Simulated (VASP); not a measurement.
# AlCl (Pmmn) in VASP: further runs, part 2 of 2

VASP 6.6.1. The steps go on from the part before.

## (4) Relaxation of cell and atoms, PBE

INCAR reads:

```
SYSTEM = AlCl
PREC = Accurate
ENCUT = 600
EDIFF = 1E-6
ISMEAR = 0
SIGMA = 0.1
LREAL = .False.
LASPH = .True.
NELM = 100
ALGO = Normal
ISIF = 3
LWAVE = .False.
LCHARG = .False.
GGA = PE
IBRION = 2
NSW = 90
EDIFFG = -0.04
```

KPOINTS reads:

```
regular mesh
0
Gamma
  6 6 2
  0 0 0
```

POSCAR reads:

```
AlCl
1.0
    3.3981059094      0.0000000000      0.0000000000
    0.0000000000      3.7341241288      0.0000000000
    0.0000000000      0.0000000000      8.6515496788
Al Cl
2 2
Direct
    0.0000000000      0.0000000000      0.4281083737
    0.5000000000      0.5000000000      0.5718916263
    0.0000000000      0.0000000000      0.1859059672
    0.5000000000      0.5000000000      0.8140940328
```

On the command line:

```
$ cat potpaw_PBE.64/Al/POTCAR potpaw_PBE.64/Cl/POTCAR > POTCAR
$ mpirun -np 1 vasp_std > vasp.out
```

It took 98 s on 1 thread of Intel Xeon Platinum 8488C (Sapphire Rapids), shared host; peak memory 0.25 GiB.

Results (log left out):

```yaml
Free_energy: -13.9216 eV
Relaxed_volume: 27.30 Å³/atom
Relaxed_cell: a = 3.439 Å, b = 3.668 Å, c = 8.656 Å, α = 90.00°, β = 90.00°, γ = 90.00°
Space_group_after_relaxing_to_0.05_Å: Pmmn (No. 59)
Energy_gained_by_relaxing: 1.7 meV/atom
Ionic_steps: 6
Pressure_after_relaxing: 0.0 GPa
Largest_force_after_relaxing: 0.039 eV/Å
Band_gap_on_the_k_mesh: zero (band 10 reaches 3.45 eV, above the bottom of band 11 at 0.61 eV)
```

Forces on the atoms (eV/Å):
```
Al   0.000  0.000 -0.039
Al   0.000  0.000  0.039
Cl   0.000  0.000  0.037
Cl   0.000  0.000 -0.037
```

Step by step:
```
step  energy change (eV)  largest force (eV/Å)  pressure (GPa)  volume (Å³)
   1              0.0000                0.0634           -0.14       109.78
   2             -0.0036                0.0836            0.12       109.39
   3             -0.0041                0.1368            0.27       109.20
   4             -0.0057                0.0738            0.17       109.20
   5             -0.0069                0.0497           -0.02       109.20
   6             -0.0069                0.0394            0.00       109.20
```

Final structure:
```
CELL_PARAMETERS angstrom
3.43884 0.00000 0.00000
0.00000 3.66826 0.00000
0.00000 0.00000 8.65630
ATOMIC_POSITIONS crystal
Al 0.00000 0.00000 0.42828
Al 0.50000 0.50000 0.57172
Cl 0.00000 0.00000 0.18642
Cl 0.50000 0.50000 0.81358
```

Levels at points of the mesh, in eV from the Fermi level:
```tsv
k point	band 6	band 7	band 8	band 9	band 10	band 11	band 12	band 13	band 14
(0.00, 0.00, 0.00)	-2.43	-2.26	-2.01	-1.88	1.51	1.75	3.06	3.74	5.54
(0.50, 0.00, 0.00)	-4.38	-2.80	-2.80	-2.07	-2.07	3.20	3.20	4.34	4.34
(0.00, 0.50, 0.00)	-4.35	-2.84	-2.84	-1.80	-1.80	2.98	2.98	5.31	5.31
(0.50, 0.50, 0.00)	-4.03	-3.40	-3.40	-1.71	-1.71	-1.32	-1.32	4.54	4.54
(0.00, 0.00, 0.50)	-2.36	-2.33	-1.96	-1.92	1.14	1.77	3.07	3.72	5.38
(0.50, 0.00, 0.50)	-4.13	-3.07	-3.07	-2.07	-2.07	3.52	3.52	4.34	4.34
(0.00, 0.50, 0.50)	-4.07	-3.14	-3.14	-1.80	-1.80	3.30	3.30	5.30	5.30
(0.50, 0.50, 0.50)	-3.95	-3.54	-3.54	-1.61	-1.61	-1.30	-1.30	4.26	4.26
```

Caveat: the k points lie up to 0.36 Å⁻¹ apart in the final cell; this functional lacks dispersion, which binds the layers, so the pressure and a relaxed spacing across them are unreliable.

## (5) Single point, PBE

This run uses another cell than the first one, of 27.71 Å³/atom, 1.010 times its volume.

INCAR reads:

```
PREC = Accurate
ENCUT = 520
EDIFF = 1E-6
ISMEAR = 0
SIGMA = 0.1
LREAL = False
LASPH = True
NELM = 80
ALGO = Normal
ISIF = 2
LWAVE = False
LCHARG = False
GGA = PE
NBANDS = 18
```

KPOINTS reads:

```
regular mesh
0
Gamma
  4 4 4
```

POSCAR reads:

```
AlCl
1.0
    3.3025928588      0.0000000000      0.0000000000
    0.0000000000      3.9062418090      0.0000000000
    0.0000000000      0.0000000000      8.5924477899
Al Cl
2 2
Direct
    0.0000000000      0.0000000000      0.4303351346
    0.5000000000      0.5000000000      0.5696648654
    0.0000000000      0.0000000000      1.1866410289
    0.5000000000      0.5000000000     -0.1866410289
```

On the command line:

```
$ cat potpaw_PBE.64/Al/POTCAR potpaw_PBE.64/Cl/POTCAR > POTCAR
$ mpirun -np 1 vasp_std > vasp.out
```

It took 35 s on 1 thread of Intel Xeon Platinum 8488C (Sapphire Rapids), shared host; peak memory 0.23 GiB.

The run converged. Its results:

```
Free energy            : -13.8896 eV
Pressure               : 0.0 GPa
Largest force          : 0.038 eV/Å
Band gap on the k mesh : zero (band 10 reaches 2.63 eV, above the bottom of band 11 at 0.54 eV)
```

Forces in eV/Å, atoms in the order of the input:
```
Al   0.000  0.000 -0.038
Al   0.000  0.000  0.038
Cl   0.000  0.000  0.017
Cl   0.000  0.000 -0.017
```

Stress tensor (GPa, compression positive):
```
-0.08  0.00  0.00
 0.00 -0.04  0.00
 0.00  0.00  0.13
```

Levels at points of the mesh, in eV from the Fermi level:
| k point | band 8 | band 9 | band 10 | band 11 | band 12 | band 13 |
| --- | --- | --- | --- | --- | --- | --- |
| (0.00, 0.00, 0.00) | -1.52 | -1.42 | 0.91 | 1.74 | 2.93 | 4.22 |
| (0.50, 0.00, 0.00) | -2.55 | -2.08 | -2.08 | 3.62 | 3.62 | 3.72 |
| (0.00, 0.50, 0.00) | -2.64 | -1.39 | -1.39 | 3.06 | 3.06 | 6.18 |
| (0.50, 0.50, 0.00) | -3.06 | -1.53 | -1.53 | -1.15 | -1.15 | 4.78 |
| (0.00, 0.00, 0.50) | -1.49 | -1.45 | 0.94 | 1.39 | 2.86 | 4.23 |
| (0.50, 0.00, 0.50) | -2.78 | -2.08 | -2.08 | 3.72 | 3.72 | 3.94 |
| (0.00, 0.50, 0.50) | -2.96 | -1.39 | -1.39 | 3.38 | 3.38 | 6.17 |
| (0.50, 0.50, 0.50) | -3.16 | -1.43 | -1.43 | -1.13 | -1.13 | 4.50 |

Caveat: the k points lie up to 0.48 Å⁻¹ apart; this functional lacks dispersion, which binds the layers, so the pressure and a relaxed spacing across them are unreliable.

## (6) Overview

```tsv
task	cell	k mesh	cutoff (eV)	gap on the mesh (eV)	pressure (GPa)	relaxed volume (Å³/atom)	largest force (eV/Å)
single point	a = 3.398, b = 3.734, c = 8.652 Å, 4 atoms	6 × 4 × 2	520	none	-0.3	-	0.06
relaxation of cell and atoms	relaxed from a = 3.303, b = 3.906, c = 8.592 Å, 4 atoms	6 × 4 × 2	600	none	-0.1	27.40	0.03
relaxation of cell and atoms	relaxed from a = 3.398, b = 3.734, c = 8.652 Å, 4 atoms	6 × 6 × 2	600	none	0.0	27.30	0.04
single point	a = 3.303, b = 3.906, c = 8.592 Å, 4 atoms	4 × 4 × 4	520	none	0.0	-	0.04
```

Alike in all rows: level PBE; potentials or basis VASP PAW PBE potentials, release 64 (Al, Cl); no spin polarisation; smearing gaussian 0.1 eV.

Caveats: all runs use coarse meshes; this functional lacks dispersion, which binds the layers, so the pressure and a relaxed spacing across them are unreliable.

Absolute energies hang on the potentials; compare differences alone.
